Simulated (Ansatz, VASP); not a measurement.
## Two plane-wave programs on Si

```
Si
1.0
     0.00000    2.73483    2.73483
     2.73483    0.00000    2.73483
     2.73483    2.73483    0.00000
Si
2
Cartesian
  0.0000 0.0000 0.0000
  1.3674 1.3674 1.3674
```

Alike in both runs: functional PBE; k mesh 10 × 10 × 10; occupations gaussian, width 0.02 eV; no spin polarisation.

Ansatz relaxed the structure, and its values are those at the end. VASP's run is a single point on that final structure, the one shown.

```csv
,VASP,Ansatz
version,VASP 6.6.1,Ansatz 0.2.0
potentials or method,"VASP PAW PBE potentials, release 64 (Si), cutoff 500 eV","scalar-relativistic, plane waves, PAW"
valence electrons in the cell,8,8
```

```csv
,VASP,Ansatz,Ansatz less VASP
gap on the k mesh at the Fermi level (eV),0.62,0.62,-0.001
least direct gap on the mesh (eV),2.56,2.55,-0.005
pressure (GPa),0.0,0.0,+0.06
```
